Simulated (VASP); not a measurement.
# BN (F-43m) in VASP: further runs

Runs on BN. Level: BLYP. Tasks: single point.

Program: VASP 6.6.1. These are calculated values, not measurements. Logs are shortened: lines on timing, memory, paths and dates and some standing lists are left out, and cuts for length are marked.

## (1) The cell of the first run

The structure is cubic, space group F-43m (No. 216). Conventional cell: a = 3.615 Å, b = 3.615 Å, c = 3.615 Å, α = 90.00°, β = 90.00°, γ = 90.00°. B (site symmetry -43m) has 4 N at 1.57 Å within 2.1 Å. Within 2.1 Å of N (site symmetry -43m) lie 4 B at 1.57 Å.

## (2) Single point, BLYP

The input, INCAR:

```
PREC = Accurate
ENCUT = 600
EDIFF = 1E-6
ISMEAR = 0
SIGMA = 0.05
LREAL = F
LASPH = T
NELM = 120
ALGO = Normal
ISIF = 2
LWAVE = F
LCHARG = F
GGA = B5
ALDAX = 1.0
AGGAX = 1.0
AGGAC = 1.0
ALDAC = 0.0
NBANDS = 11
GGA_COMPAT = F
```

The input, KPOINTS:

```
regular mesh
0
Gamma
  12 12 12
```

The input, POSCAR:

```
BN
1.0
    0.0000000000      1.8074995743      1.8074995743
    1.8074995743      0.0000000000      1.8074995743
    1.8074995743      1.8074995743      0.0000000000
B N
1 1
Direct
    0.0000000000      0.0000000000      0.0000000000
    0.7500000000      0.7500000000      0.7500000000
```

Potentials or basis: VASP PAW PBE potentials, release 64 (B, N).

Started as:

```bash
$ cat potpaw_PBE.64/B/POTCAR potpaw_PBE.64/N/POTCAR > POTCAR
$ mpirun -np 1 vasp_std > vasp.out
```

OUTCAR:

```text
PREC = Accurate
   ENCUT = 600
   EDIFF = 1E-6
   ISMEAR = 0
   LREAL = F
   LASPH = T
   NELM = 120
   ISIF = 2
   GGA = B5

 ion  position               nearest neighbor table
   1  0.000  0.000  0.000-   2 1.57   2 1.57   2 1.57   2 1.57
   2  0.750  0.750  0.750-   1 1.57   1 1.57   1 1.57   1 1.57

  LATTYP: Found a face centered cubic cell.
 ALAT       =     3.6149991486

  Lattice vectors:

 A1 = (   0.0000000000,   1.8074995743,   1.8074995743)
 A2 = (   1.8074995743,   0.0000000000,   1.8074995743)
 A3 = (   1.8074995743,   1.8074995743,   0.0000000000)

Analysis of symmetry for initial positions (statically):
=====================================================================
 Subroutine PRICEL returns:
 Original cell was already a primitive cell.

 Routine SETGRP: Setting up the symmetry group for a
 face centered cubic supercell.

 Subroutine GETGRP returns: Found 24 space group operations
 (whereof 24 operations were pure point group operations)
 out of a pool of 48 trial point group operations.

The static configuration has the point symmetry T_d .

Analysis of symmetry for dynamics (positions and initial velocities):
=====================================================================
 Subroutine PRICEL returns:
 Original cell was already a primitive cell.

 Routine SETGRP: Setting up the symmetry group for a
 face centered cubic supercell.

 Subroutine GETGRP returns: Found 24 space group operations
 (whereof 24 operations were pure point group operations)
 out of a pool of 48 trial point group operations.

The dynamic configuration has the point symmetry T_d .

 Subroutine INISYM returns: Found 24 space group operations
 (whereof 24 operations are pure point group operations),
 and found     1 'primitive' translations

----------------------------------------------------------------------------------------

                                     Primitive cell

  volume of cell :      11.8104

  direct lattice vectors                    reciprocal lattice vectors
     0.000000000  1.807499574  1.807499574    -0.276625238  0.276625238  0.276625238
     1.807499574  0.000000000  1.807499574     0.276625238 -0.276625238  0.276625238
     1.807499574  1.807499574  0.000000000     0.276625238  0.276625238 -0.276625238

  length of vectors
     2.556190412  2.556190412  2.556190412     0.479128967  0.479128967  0.479128967

  position of ions in fractional coordinates (direct lattice)
     0.000000000  0.000000000  0.000000000
     0.750000000  0.750000000  0.750000000

  ion indices of the primitive-cell ions
   primitive index   ion index
                 1           1
                 2           2

----------------------------------------------------------------------------------------

 KPOINTS: regular mesh

Automatic generation of k-mesh.
 Grid dimensions read from file:
 generate k-points for:   12   12   12

 Generating k-lattice:

  Cartesian coordinates                     Fractional coordinates (reciprocal lattice)
    -0.023052103  0.023052103  0.023052103     0.083333333  0.000000000  0.000000000
     0.023052103 -0.023052103  0.023052103     0.000000000  0.083333333  0.000000000
     0.023052103  0.023052103 -0.023052103     0.000000000  0.000000000  0.083333333

  Length of vectors
     0.039927414  0.039927414  0.039927414

  Shift w.r.t. Gamma in fractional coordinates (k-lattice)
     0.000000000  0.000000000  0.000000000

 Subroutine IBZKPT returns following result:
 ===========================================

 Found     72 irreducible k-points:

 Following reciprocal coordinates:
            Coordinates               Weight
  0.000000  0.000000  0.000000      1.000000
  0.083333  0.000000  0.000000      8.000000
  0.166667  0.000000  0.000000      8.000000
  0.250000  0.000000  0.000000      8.000000
  0.333333  0.000000  0.000000      8.000000
  0.416667  0.000000  0.000000      8.000000
[... 16 lines left out ...]
  0.500000  0.166667  0.000000     24.000000
 -0.416667  0.166667  0.000000     24.000000
 [... further k-points ...]
   k-points           NKPTS =     72   k-points in BZ     NKDIM =     72   number of bands    NBANDS=     11
   number of dos      NEDOS =    301   number of ions     NIONS =      2
   total plane-waves  NPLWV =   8000
   dimension x,y,z NGX =    20 NGY =   20 NGZ =   20
   dimension x,y,z NGXF=    40 NGYF=   40 NGZF=   40
   ions per type =               1   1
   NGX,Y,Z   is equivalent  to a cutoff of  13.01, 13.01, 13.01 a.u.
   NGXF,Y,Z  is equivalent  to a cutoff of  26.01, 26.01, 26.01 a.u.
 SYSTEM =  unknown system
   PREC   = accura    normal or accurate (medium, high low for compatibility)
   ISTART =      0    job   : 0-new  1-cont  2-samecut
   ICHARG =      2    charge: 1-file 2-atom 10-const
   ISPIN  =      1    spin polarized calculation?
   LNONCOLLINEAR =      F non collinear calculations
   LSORBIT =      F    spin-orbit coupling
   LASPH  =      T    aspherical Exc in radial PAW
   ENCUT  =  600.0 eV  44.10 Ry    6.64 a.u.   5.11  5.11  5.11*2*pi/ulx,y,z
   NELM   =    120;   NELMIN=  2; NELMDL= -5     # of ELM steps
   EDIFF  = 0.1E-05   stopping-criterion for ELM
   LREAL  =      F    real-space projection
   EDIFFG = 0.1E-04   stopping-criterion for IOM
   NSW    =      0    number of steps for IOM
   IBRION =     -1    ionic relax: 0-MD 1-quasi-New 2-CG
   NFREE  =      0    steps in history (QN), initial steepest desc. (CG)
   ISIF   =      2    stress and relaxation
   ISYM   =      2    0-nonsym 1-usesym 2-fastsym
   POTIM  = 0.5000    time-step for ionic-motion
   TEBEG  =    0.0;   TEEND  =   0.0 temperature during run
   PSTRESS=    0.0 pullay stress
   NELECT =       8.0000    total number of electrons
   NUPDOWN=      -1.0000    fix difference up-down
   EMIN   =  10.00;   EMAX   =-10.00  energy-range for DOS
   EFERMI =   0.00;   METHOD = LEGACY
   ISMEAR =     0;   SIGMA  =   0.05  broadening in eV -4-tet -1-fermi 0-gaus
   EFERMI_NEDOS =   21; number of points for ismear=-14 and -15
   IALGO  =     38    algorithm
   IMIX   =      4    mixing-type and parameters
     AMIX     =   0.40;   BMIX     =  1.00
     AMIX_MAG =   1.60;   BMIX_MAG =  1.00
  volume/ion in A,a.u.               =       5.91        39.85
  Fermi-wavevector in a.u.,A,eV,Ry     =   1.437750  2.716953 28.124933  2.067124
  Thomas-Fermi vector in A             =   2.556793
   LORBIT       =      0    0 simple, 1 ext, 2 COOP (PROOUT), +10 PAW based schemes
   GGA     = B5    functional components
   LHFCALC =     F    Hartree Fock is set to
   AEXX    =    0.0000 exact exchange contribution
   IVDW    =     0    specifies the selected vdW correction
   LEPSILON=     F    determine dielectric tensor
   LRPA    =     F    only Hartree local field effects (RPA)
 non-spin polarized calculation
 Gauss-broadening in eV      SIGMA  =   0.05
  energy-cutoff  :      600.00
  volume of cell :       11.81
 maximum number of plane-waves:       411
   NGX = 11   NGY = 11   NGZ = 11

 number of electron       7.9999999 magnetization

 Free energy of the ion-electron system (eV)
  ---------------------------------------------------
  ext. energy  EPLUGINS =         0.00000000
  ---------------------------------------------------
  free energy    TOTEN  =       -16.40498099 eV

  energy without entropy =      -16.40498099  energy(sigma->0) =      -16.40498099

 E-fermi :   8.0284     XC(G=0): -12.1274

 val. band max:        7.7246023370   @ k =   0.0000   0.0000   0.0000
 cond. band min:      12.6046173337   @ k =   0.5000   0.5000   0.0000
 fundamental gap:      4.8800149968
 Fermi energy:         8.0283826320

 k-point     1 :       0.0000    0.0000    0.0000
  band No.  band energies     occupation
      1     -12.2883      2.00000
      2       7.7246      2.00000
      3       7.7246      2.00000
      4       7.7246      2.00000
      5      16.6596      0.00000
      6      16.6596      0.00000
      7      16.6596      0.00000
      8      18.4050      0.00000
      9      32.8262      0.00000
     10      35.8011      0.00000
     11      35.8011      0.00000

 k-point     2 :       0.0833    0.0000    0.0000
  band No.  band energies     occupation
      1     -12.1209      2.00000
      2       6.8419      2.00000
      3       7.5480      2.00000
      4       7.5480      2.00000
      5      16.8978      0.00000
      6      16.9297      0.00000
      7      16.9297      0.00000
      8      18.9174      0.00000
      9      32.6454      0.00000
     10      33.6728      0.00000
     11      33.6728      0.00000

 k-point     3 :       0.1667    0.0000    0.0000
  band No.  band energies     occupation
      1     -11.6258      2.00000
      2       4.7931      2.00000
      3       7.1162      2.00000
      4       7.1162      2.00000
      5      17.2590      0.00000
      6      17.5613      0.00000
      7      17.5613      0.00000
      8      20.1723      0.00000
      9      32.1220      0.00000
     10      32.1220      0.00000
     11      32.1398      0.00000

 k-point     4 :       0.2500    0.0000    0.0000
  band No.  band energies     occupation
      1     -10.8268      2.00000
      2       2.3730      2.00000
      3       6.6154      2.00000
      4       6.6154      2.00000
      5      17.5862      0.00000
      6      18.1768      0.00000
      7      18.1768      0.00000
      8      21.4847      0.00000
      9      31.6061      0.00000
     10      31.7009      0.00000
     11      31.7009      0.00000
[... 239 lines left out ...]
 k-point    22 :       0.4167    0.1667    0.0000
  band No.  band energies     occupation
      1      -8.9070      2.00000
      2      -0.2800      2.00000
      3       4.6548      2.00000
      4       4.8241      2.00000
      5      16.5022      0.00000
      6      20.2951      0.00000
      7      20.7062      0.00000
      8      21.7014      0.00000
      9      28.3917      0.00000
     10      34.0880      0.00000
     11      36.4220      0.00000

 k-point    23 :       0.5000    0.1667    0.0000
  band No.  band energies     occupation
      1      -7.9645      2.00000
      2      -1.7997      2.00000
      3       4.0806      2.00000
      4       4.8924      2.00000
      5      16.8688      0.00000
      6      20.2561      0.00000
      7      20.4821      0.00000
      8      22.9601      0.00000
      9      28.7557      0.00000
     10      34.2303      0.00000
     11      35.6058      0.00000

 k-point    24 :      -0.4167    0.1667    0.0000
  band No.  band energies     occupation
      1      -7.7859      2.00000
      2      -2.0598      2.00000
      3       3.6874      2.00000
      4       5.1996      2.00000
      5      17.3127      0.00000
      6      20.0939      0.00000
      7      20.1259      0.00000
      8      23.5506      0.00000
      9      29.0358      0.00000
     10      33.3722      0.00000
     11      34.5224      0.00000

 [... further k-points ...]
[... 5 lines left out ...]
  --------------------------------------------------------------------------------------
  -------------------------------------------------------------------------------------
  Total        0.7016416      0.7016416      0.7016416      0.0000000      0.0000000      0.0000000
  in kB       95.1834146     95.1834146     95.1834146      0.0000000      0.0000000      0.0000000
  external PRESSURE =      95.1834146 kB  Pullay stress =       0.0000000 kB

 VOLUME and BASIS-vectors are now :
 -----------------------------------------------------------------------------
  energy-cutoff  :      600.00
  volume of cell :       11.81
      direct lattice vectors                 reciprocal lattice vectors
     0.000000000  1.807499574  1.807499574    -0.276625238  0.276625238  0.276625238
     1.807499574  0.000000000  1.807499574     0.276625238 -0.276625238  0.276625238
     1.807499574  1.807499574  0.000000000     0.276625238  0.276625238 -0.276625238

 POSITION                                       TOTAL-FORCE (eV/Angst)
 -----------------------------------------------------------------------------------
      0.00000      0.00000      0.00000         0.000000      0.000000      0.000000
      2.71125      2.71125      2.71125        -0.000000     -0.000000     -0.000000
 -----------------------------------------------------------------------------------
    total drift:                               -0.000000     -0.000000     -0.000000

  FREE ENERGIE OF THE ION-ELECTRON SYSTEM (eV)
  ---------------------------------------------------
  free  energy   TOTEN  =       -16.4049809945 eV

  energy  without entropy=      -16.4049809945  energy(sigma->0) =      -16.40498099
```

It took 7.6 s on 1 thread of Intel Xeon 6975P-C (Granite Rapids), shared host; peak memory 0.12 GiB.

Results:

```yaml
Free_energy: -16.4050 eV
Pressure: 9.5 GPa
Band_gap_on_the_k_mesh: 4.88 eV, indirect (least direct gap 8.94 eV)
```

Caveat: the PAW data sets were made with another functional, which shifts forces and pressure a little.

## (3) Single point, BLYP (volume scaled by 0.98)

The input, INCAR:

```
SYSTEM = BN
AGGAC = 1.0
AGGAX = 1.0
ALDAC = 0.0
ALDAX = 1.0
ALGO = Normal
EDIFF = 1E-6
ENCUT = 600
GGA = B5
GGA_COMPAT = .FALSE.
ISIF = 2
ISMEAR = 0
LASPH = .TRUE.
LCHARG = .FALSE.
LREAL = .FALSE.
LWAVE = .FALSE.
NBANDS = 11
NELM = 120
PREC = Accurate
SIGMA = 0.05
```

The input, KPOINTS:

```
k-points
0
G
  12 12 12
  0 0 0
```

The input, POSCAR:

```
BN
1.0
    0.0000000000      1.8110936942      1.8110936942
    1.8110936942      0.0000000000      1.8110936942
    1.8110936942      1.8110936942      0.0000000000
B N
1 1
Direct
    0.0000000000      0.0000000000      0.0000000000
    0.7500000000      0.7500000000      0.7500000000
```

Potentials or basis: VASP PAW PBE potentials, release 64 (B, N).

Started as:

```bash
$ cat potpaw_PBE.64/B/POTCAR potpaw_PBE.64/N/POTCAR > POTCAR
$ mpirun -np 1 vasp_std > vasp.out
```

Wall time 7.6 s (1 thread of Intel Xeon 6975P-C (Granite Rapids), shared host); peak memory 0.12 GiB.

The run converged. Its results:

* Free energy: -16.4089 eV
* Pressure: 7.2 GPa
* Band gap on the k mesh: 4.87 eV, indirect (least direct gap 8.91 eV)

Levels at points of the mesh, in eV from the valence-band top:
| k point | band 1 | band 2 | band 3 | band 4 | band 5 | band 6 | band 7 | band 8 |
| --- | --- | --- | --- | --- | --- | --- | --- | --- |
| (0.00, 0.00, 0.00) | -19.95 | 0.00 | 0.00 | 0.00 | 8.91 | 8.91 | 8.91 | 10.58 |
| (0.50, 0.00, 0.00) | -15.83 | -10.41 | -1.90 | -1.90 | 10.30 | 10.84 | 10.84 | 15.47 |
| (0.50, 0.50, 0.00) | -14.49 | -8.71 | -4.79 | -4.79 | 4.87 | 9.50 | 17.82 | 17.82 |

Caveat: the PAW data sets were made with another functional, which shifts forces and pressure a little. A k mesh can miss the band edges.

(Continued in part 2 of 2.)
